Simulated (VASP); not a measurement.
# TiO2 (I4_1/amd) in VASP: single point with PBE

Aim: the single point of TiO2 with PBE.

All numbers are computed with VASP 6.6.1; they aren't measurements. Logs are shortened: lines on timing, memory, paths and dates and some standing lists are left out, and cuts for length are marked.

### 1 The cell of the first run

It takes space group I4_1/amd (No. 141, tetragonal). The conventional cell has a = 3.784 Å, b = 3.784 Å, c = 9.515 Å, α = 90.00°, β = 90.00°, γ = 90.00°. Ti (site symmetry -4m2) has 6 O at 1.93 to 1.99 Å within 2.6 Å. Within 2.6 Å of O (site symmetry 2mm) lie 3 Ti at 1.93 to 1.99 Å and 2 O at 2.47 Å.

### 2 Single point, PBE

The input, INCAR:

```
PREC = Accurate
ENCUT = 600
EDIFF = 1E-6
ISMEAR = 0
SIGMA = 0.02
LREAL = False
LASPH = True
NELM = 120
ALGO = Normal
ISIF = 2
LWAVE = False
LCHARG = False
GGA = PE
NBANDS = 33
GGA_COMPAT = False
```

The input, KPOINTS:

```
regular mesh
0
Gamma
  10 10 10
```

The input, POSCAR:

```
TiO2
1.0
   -1.8921000000      1.8921000000      4.7573000000
    1.8921000000     -1.8921000000      4.7573000000
    1.8921000000      1.8921000000     -4.7573000000
Ti O
2 4
Direct
    0.0000000000      0.0000000000      0.0000000000
    0.7500000000      0.2500000000      0.5000000000
    0.2087868525      0.2087868525      0.0000000000
    0.9587868525      0.4587868525      0.5000000000
    0.5412131475      0.0412131475      0.5000000000
    0.7912131475      0.7912131475      0.0000000000
```

Potentials or basis: VASP PAW PBE potentials, release 64 (Ti_sv, O).

Started as:

```
> cat potpaw_PBE.64/Ti_sv/POTCAR potpaw_PBE.64/O/POTCAR > POTCAR
> mpirun -np 1 vasp_std > vasp.out
```

OUTCAR:

```text
PREC = Accurate
   ENCUT = 600
   EDIFF = 1E-6
   ISMEAR = 0
   LREAL = False
   LASPH = True
   NELM = 120
   ISIF = 2
   GGA = PE

 ion  position               nearest neighbor table
   1  0.000  0.000  0.000-   5 1.93   4 1.93   5 1.93   4 1.93   3 1.99   6 1.99
   2  0.750  0.250  0.500-   6 1.93   3 1.93   6 1.93   3 1.93   4 1.99   5 1.99
   3  0.209  0.209  0.000-   2 1.93   2 1.93   1 1.99
   4  0.959  0.459  0.500-   1 1.93   1 1.93   2 1.99
   5  0.541  0.041  0.500-   1 1.93   1 1.93   2 1.99
   6  0.791  0.791  0.000-   2 1.93   2 1.93   1 1.99

  LATTYP: Found a body centered tetragonal cell.
 ALAT       =     3.7842000000
 C/A-ratio  =     2.5142962846

  Lattice vectors:

 A1 = (  -1.8921000000,   1.8921000000,   4.7573000000)
 A2 = (   1.8921000000,  -1.8921000000,   4.7573000000)
 A3 = (   1.8921000000,   1.8921000000,  -4.7573000000)

Analysis of symmetry for initial positions (statically):
=====================================================================
 Subroutine PRICEL returns:
 Original cell was already a primitive cell.

 Routine SETGRP: Setting up the symmetry group for a
 body centered tetragonal supercell.

 Subroutine GETGRP returns: Found 16 space group operations
 (whereof  8 operations were pure point group operations)
 out of a pool of 16 trial point group operations.

The static configuration has the point symmetry D_2d.
 The point group associated with its full space group is D_4h.

Analysis of symmetry for dynamics (positions and initial velocities):
=====================================================================
 Subroutine PRICEL returns:
 Original cell was already a primitive cell.

 Routine SETGRP: Setting up the symmetry group for a
 body centered tetragonal supercell.

 Subroutine GETGRP returns: Found 16 space group operations
 (whereof  8 operations were pure point group operations)
 out of a pool of 16 trial point group operations.

The dynamic configuration has the point symmetry D_2d.
 The point group associated with its full space group is D_4h.

 Subroutine INISYM returns: Found 16 space group operations
 (whereof  8 operations are pure point group operations),
 and found     1 'primitive' translations

----------------------------------------------------------------------------------------

                                     Primitive cell

  volume of cell :      68.1253

  direct lattice vectors                    reciprocal lattice vectors
    -1.892100000  1.892100000  4.757300000     0.000000000  0.264256646  0.105101633
     1.892100000 -1.892100000  4.757300000     0.264256646  0.000000000  0.105101633
     1.892100000  1.892100000 -4.757300000     0.264256646  0.264256646  0.000000000

  length of vectors
     5.458203744  5.458203744  5.458203744     0.284390450  0.284390450  0.373715333

  position of ions in fractional coordinates (direct lattice)
     0.000000000  0.000000000  0.000000000
     0.750000000  0.250000000  0.500000000
     0.208786852  0.208786852  0.000000000
     0.958786852  0.458786852  0.500000000
     0.541213148  0.041213148  0.500000000
     0.791213148  0.791213148  0.000000000

  ion indices of the primitive-cell ions
   primitive index   ion index
                 1           1
                 2           2
                 3           3
                 4           4
                 5           5
                 6           6

----------------------------------------------------------------------------------------

 KPOINTS: regular mesh

Automatic generation of k-mesh.
 Grid dimensions read from file:
 generate k-points for:   10   10   10

 Generating k-lattice:

  Cartesian coordinates                     Fractional coordinates (reciprocal lattice)
     0.000000000  0.026425665  0.010510163     0.100000000  0.000000000  0.000000000
     0.026425665  0.000000000  0.010510163     0.000000000  0.100000000  0.000000000
     0.026425665  0.026425665  0.000000000     0.000000000  0.000000000  0.100000000

  Length of vectors
     0.028439045  0.028439045  0.037371533

  Shift w.r.t. Gamma in fractional coordinates (k-lattice)
     0.000000000  0.000000000  0.000000000

 Subroutine IBZKPT returns following result:
 ===========================================

 Found    102 irreducible k-points:

 Following reciprocal coordinates:
            Coordinates               Weight
  0.000000  0.000000  0.000000      1.000000
  0.100000 -0.000000  0.000000      8.000000
  0.200000 -0.000000  0.000000      8.000000
  0.300000 -0.000000  0.000000      8.000000
  0.400000  0.000000  0.000000      8.000000
  0.500000  0.000000  0.000000      4.000000
[... 16 lines left out ...]
  0.300000  0.300000  0.000000      8.000000
  0.400000  0.300000  0.000000     16.000000
 [... further k-points ...]
   k-points           NKPTS =    102   k-points in BZ     NKDIM =    102   number of bands    NBANDS=     33
   number of dos      NEDOS =    301   number of ions     NIONS =      6
   total plane-waves  NPLWV = 110592
   dimension x,y,z NGX =    48 NGY =   48 NGZ =   48
   dimension x,y,z NGXF=    96 NGYF=   96 NGZF=   96
   ions per type =               2   4
   NGX,Y,Z   is equivalent  to a cutoff of  14.62, 14.62, 14.62 a.u.
   NGXF,Y,Z  is equivalent  to a cutoff of  29.24, 29.24, 29.24 a.u.
 SYSTEM =  unknown system
   PREC   = accura    normal or accurate (medium, high low for compatibility)
   ISTART =      0    job   : 0-new  1-cont  2-samecut
   ICHARG =      2    charge: 1-file 2-atom 10-const
   ISPIN  =      1    spin polarized calculation?
   LNONCOLLINEAR =      F non collinear calculations
   LSORBIT =      F    spin-orbit coupling
   LASPH  =      T    aspherical Exc in radial PAW
   ENCUT  =  600.0 eV  44.10 Ry    6.64 a.u.  10.90 10.90 10.90*2*pi/ulx,y,z
   NELM   =    120;   NELMIN=  2; NELMDL= -5     # of ELM steps
   EDIFF  = 0.1E-05   stopping-criterion for ELM
   LREAL  =      F    real-space projection
[... 7 lines left out ...]
   TEBEG  =    0.0;   TEEND  =   0.0 temperature during run
   PSTRESS=    0.0 pullay stress
   NELECT =      48.0000    total number of electrons
   NUPDOWN=      -1.0000    fix difference up-down
   EMIN   =  10.00;   EMAX   =-10.00  energy-range for DOS
   EFERMI =   0.00;   METHOD = LEGACY
   ISMEAR =     0;   SIGMA  =   0.02  broadening in eV -4-tet -1-fermi 0-gaus
   EFERMI_NEDOS =   21; number of points for ismear=-14 and -15
   IALGO  =     38    algorithm
   IMIX   =      4    mixing-type and parameters
     AMIX     =   0.40;   BMIX     =  1.00
     AMIX_MAG =   1.60;   BMIX_MAG =  1.00
  volume/ion in A,a.u.               =      11.35        76.62
  Fermi-wavevector in a.u.,A,eV,Ry     =   1.456752  2.752862 28.873289  2.122127
  Thomas-Fermi vector in A             =   2.573634
   LORBIT       =      0    0 simple, 1 ext, 2 COOP (PROOUT), +10 PAW based schemes
   GGA     = PE    functional components
   LHFCALC =     F    Hartree Fock is set to
   AEXX    =    0.0000 exact exchange contribution
   IVDW    =     0    specifies the selected vdW correction
   LEPSILON=     F    determine dielectric tensor
   LRPA    =     F    only Hartree local field effects (RPA)
 non-spin polarized calculation
 Gauss-broadening in eV      SIGMA  =   0.02
  energy-cutoff  :      600.00
  volume of cell :       68.13
 maximum number of plane-waves:      2300
 NGX is ok and might be reduce to    48
   NGX = 21   NGY = 21   NGZ = 21

 number of electron      47.9999997 magnetization

 Free energy of the ion-electron system (eV)
  ---------------------------------------------------
  ext. energy  EPLUGINS =         0.00000000
  ---------------------------------------------------
  free energy    TOTEN  =       -53.83659565 eV

  energy without entropy =      -53.83659565  energy(sigma->0) =      -53.83659565

 E-fermi :   3.6250     XC(G=0): -10.7402

 val. band max:        3.4067213996   @ k =  -0.4000   0.4000   0.0000
 cond. band min:       5.4977469518   @ k =   0.0000   0.0000   0.0000
 fundamental gap:      2.0910255522
 Fermi energy:         3.6250161666

 k-point     1 :       0.0000    0.0000    0.0000
  band No.  band energies     occupation
      1     -53.0026      2.00000
      2     -52.9422      2.00000
      3     -29.4652      2.00000
      4     -29.2280      2.00000
      5     -29.2280      2.00000
      6     -29.1565      2.00000
[... 25 lines left out ...]
     32       8.6897      0.00000
     33       8.6939      0.00000

 k-point     2 :       0.1000   -0.0000    0.0000
  band No.  band energies     occupation
      1     -53.0012      2.00000
      2     -52.9431      2.00000
      3     -29.4625      2.00000
      4     -29.2410      2.00000
      5     -29.2290      2.00000
      6     -29.1618      2.00000
[... 25 lines left out ...]
     32       8.7433      0.00000
     33       8.9977      0.00000

 k-point     3 :       0.2000   -0.0000    0.0000
  band No.  band energies     occupation
      1     -52.9976      2.00000
      2     -52.9457      2.00000
      3     -29.4555      2.00000
      4     -29.2737      2.00000
      5     -29.2313      2.00000
      6     -29.1743      2.00000
[... 25 lines left out ...]
     32       9.0716      0.00000
     33       9.4515      0.00000

 k-point     4 :       0.3000   -0.0000    0.0000
  band No.  band energies     occupation
      1     -52.9924      2.00000
      2     -52.9494      2.00000
      3     -29.4471      2.00000
      4     -29.3131      2.00000
      5     -29.2339      2.00000
      6     -29.1860      2.00000
[... 673 lines left out ...]
     32       9.8663      0.00000
     33      10.0841      0.00000

 k-point    23 :       0.3000    0.3000    0.0000
  band No.  band energies     occupation
      1     -52.9799      2.00000
      2     -52.9591      2.00000
      3     -29.4212      2.00000
      4     -29.3650      2.00000
      5     -29.2727      2.00000
      6     -29.2257      2.00000
[... 25 lines left out ...]
     32       9.8909      0.00000
     33      10.6812      0.00000

 k-point    24 :       0.4000    0.3000    0.0000
  band No.  band energies     occupation
      1     -52.9761      2.00000
      2     -52.9617      2.00000
      3     -29.4246      2.00000
      4     -29.3863      2.00000
      5     -29.2745      2.00000
      6     -29.2418      2.00000
[... 25 lines left out ...]
     32       9.9012      0.00000
     33      10.8089      0.00000

 [... further k-points ...]

------------------------ aborting loop because EDIFF is reached ----------------------------------------

  FORCE on cell =-STRESS in cart. coord.  units (eV):
  Direction    XX          YY          ZZ          XY          YZ          ZX
  --------------------------------------------------------------------------------------
  -------------------------------------------------------------------------------------
  Total        2.2283056      2.2283056      2.3027690      0.0000000     -0.0000000      0.0000000
  in kB       52.4054726     52.4054726     54.1567070      0.0000000     -0.0000000      0.0000000
  external PRESSURE =      52.9892174 kB  Pullay stress =       0.0000000 kB

 VOLUME and BASIS-vectors are now :
 -----------------------------------------------------------------------------
  energy-cutoff  :      600.00
  volume of cell :       68.13
      direct lattice vectors                 reciprocal lattice vectors
    -1.892100000  1.892100000  4.757300000     0.000000000  0.264256646  0.105101633
     1.892100000 -1.892100000  4.757300000     0.264256646  0.000000000  0.105101633
     1.892100000  1.892100000 -4.757300000     0.264256646  0.264256646  0.000000000

 POSITION                                       TOTAL-FORCE (eV/Angst)
 -----------------------------------------------------------------------------------
      0.00000      0.00000      0.00000         0.000000      0.000000     -0.000000
      0.00000      1.89210      2.37865         0.000000      0.000000     -0.000000
      0.00000      0.00000      1.98652        -0.000000      0.000000      0.021377
      0.00000      1.89210      4.36517         0.000000     -0.000000      0.021377
      0.00000      1.89210      0.39213         0.000000     -0.000000     -0.021377
      0.00000      0.00000      7.52808        -0.000000      0.000000     -0.021377
 -----------------------------------------------------------------------------------
    total drift:                                0.000000      0.000000      0.000000

  FREE ENERGIE OF THE ION-ELECTRON SYSTEM (eV)
  ---------------------------------------------------
  free  energy   TOTEN  =       -53.8365956461 eV

  energy  without entropy=      -53.8365956461  energy(sigma->0) =      -53.83659565
```

Run time: 16 min. Hardware: 1 thread of Oxide Virtual Turin-like, shared host; peak memory 0.43 GiB.

What came out:

| Item | Value |
| --- | --- |
| Free energy | -53.8366 eV |
| Pressure | 5.3 GPa |
| Largest force | 0.021 eV/Å |
| Band gap on the k mesh | 2.09 eV (least direct gap 2.44 eV) |

Forces on the atoms (eV/Å):
```
Ti   0.000  0.000  0.000
Ti   0.000  0.000  0.000
O    0.000  0.000  0.021
O    0.000  0.000  0.021
O    0.000  0.000 -0.021
O    0.000  0.000 -0.021
```

Levels at points of the mesh, in eV from the valence-band top:
| k point | band 20 | band 21 | band 22 | band 23 | band 24 | band 25 | band 26 | band 27 | band 28 | band 29 |
| --- | --- | --- | --- | --- | --- | --- | --- | --- | --- | --- |
| (0.00, 0.00, 0.00) | -0.78 | -0.77 | -0.77 | -0.48 | -0.48 | 2.09 | 2.83 | 3.94 | 3.94 | 3.97 |
| (0.50, 0.00, 0.00) | -1.97 | -1.96 | -0.96 | -0.86 | -0.65 | 3.22 | 3.52 | 3.54 | 3.65 | 4.27 |
| (0.50, 0.50, 0.00) | -2.66 | -2.09 | -2.09 | -0.03 | -0.03 | 3.33 | 3.33 | 3.81 | 3.81 | 4.88 |
| (0.50, 0.50, 0.50) | -1.35 | -1.28 | -1.28 | -0.13 | -0.13 | 2.45 | 2.45 | 3.74 | 3.74 | 4.19 |

Caveat: the cell stands under pressure. A hybrid or GW would open this gap; PBE tends to underestimate it.
